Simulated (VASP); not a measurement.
Write the native input for VASP 6.6.1 that does the following.

```
Task                   : single point
Functional             : PBE
Potentials or basis    : VASP PAW PBE potentials, release 64 (Cd, Se)
Cutoff                 : 520 eV
k mesh                 : 12 × 12 × 4
Occupations            : gaussian, width 0.05 eV
Spin                   : no spin polarisation
Dipole correction      : no
Further INCAR settings : ALGO = Normal; EDIFF = 1e-06; NBANDS = 26
```

The structure of CdSe lies in POSCAR:

```
CdSe
1.0
    3.9385449373      0.0000000000      0.0000000000
   -1.9692724687      3.4108799697      0.0000000000
    0.0000000000      0.0000000000      8.3560742804
Cd Se
2 2
Direct
    0.6666666667      0.3333333333      0.0000000000
    0.3333333333      0.6666666667      0.5000000000
    0.6666666667      0.3333333333      0.3750000000
    0.3333333333      0.6666666667      0.8750000000
```

This cell differs from its parent crystal: ratio of the length along z to the lengths across it x 1.3, volume and fractional coordinates fixed.

These files were run (other wordings do the same):

INCAR

```
  PREC = Accurate
  ENCUT = 520
  EDIFF = 1E-6
  ISMEAR = 0
  SIGMA = 0.05
  LREAL = F
  LASPH = T
  NELM = 60
  ALGO = Normal
  ISIF = 2
  LWAVE = F
  LCHARG = T
  GGA = PE
  LELF = T
  LVHAR = T
  NBANDS = 26
```

KPOINTS

```
regular mesh
0
Gamma
  12 12 4
```

Potentials or basis: VASP PAW PBE potentials, release 64 (Cd, Se).

Command:

```console
$ cat potpaw_PBE.64/Cd/POTCAR potpaw_PBE.64/Se/POTCAR > POTCAR
$ mpirun -np 1 vasp_std > vasp.out
```

It gave:

```
Pressure               : 8.3 GPa
Largest force          : 1.090 eV/Å
Band gap on the k mesh : 0.07 eV
```

Caveat: the stress differs along the axes, from -3 to 14 GPa; semilocal functionals underestimate gaps, and a narrow one can read as zero; forces of over 1 eV/Å act on the atoms, so gaps and moduli don't describe the material at rest.

It took 120 s on 1 thread of Intel(R) Xeon(R) Platinum 8375C CPU @ 2.90GHz (Ice Lake), with other jobs on the host, peak memory 0.32 GiB.
